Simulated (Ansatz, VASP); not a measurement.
**ZnAu in VASP and in Ansatz**

File INCAR:

```
PREC = Accurate
ENCUT = 520
EDIFF = 1E-6
ISMEAR = 0
SIGMA = 0.15
LREAL = F
LASPH = T
NELM = 80
ALGO = Fast
ISIF = 2
LWAVE = F
LCHARG = T
GGA = PE
LELF = T
LVHAR = T
NBANDS = 18
```

File KPOINTS:

```
regular mesh
0
Gamma
  16 16 16
```

POSCAR

```
ZnAu
1.0
    3.5010375000      0.0000000000      0.0000000000
    0.0000000000      3.5010375000      0.0000000000
    0.0000000000      0.0000000000      3.1470000000
Zn Au
1 1
Direct
    0.5000000000      0.5000000000      0.5000000000
    0.0000000000      0.0000000000      0.0000000000
```

Input for Ansatz:

```yaml
crystal:
  lattice:
    - [3.5010375, 0.0, 0.0]
    - [0.0, 3.5010375, 0.0]
    - [0.0, 0.0, 3.147]
  atoms:
    - { symbol: Zn, position: [0.5, 0.5, 0.5] }
    - { symbol: Au, position: [0.0, 0.0, 0.0] }
basis:
  ecutwfc: 420
kpoints:
  mp_grid: { grid: [16, 16, 16] }
hamiltonian:
  xc: pbe
scf:
  occupations: { method: gaussian, width: 0.15 }
output:
  forces: true
  stress: true
  eigenvalues: true
```

Change from the starting cell: strain +0.1125 x Voigt [1, 1, 0, 0, 0, 0], atoms carried along.

Alike in both runs: task single point; functional PBE; k mesh 16 × 16 × 16; occupations gaussian, width 0.15 eV; no spin polarisation.

```csv
,VASP,Ansatz
version,VASP 6.6.1,Ansatz 0.2.0
potentials or method,"VASP PAW PBE potentials, release 64 (Zn, Au), cutoff 520 eV","scalar-relativistic, plane waves, PAW"
valence electrons in the cell,23,31
```

Ansatz gave:

| Item | Value |
| --- | --- |
| gap on the k mesh at the Fermi level (eV) | none |
| pressure (GPa) | -12.2 |
| traceless stress, the component that is largest in VASP (GPa) | 0.17 |

Q: Estimate VASP's values.

A: gap on the k mesh at the Fermi level (eV): none; pressure (GPa): -12.2; traceless stress, the component that is largest in VASP (GPa): 0.18.

A gap of «none» marks a metal or a gap that the smearing closes. VASP's potentials hold 23 valence electrons a cell and Ansatz's 31, so a difference there can come from the potentials and not from the codes.

Spin-orbit coupling is off throughout.
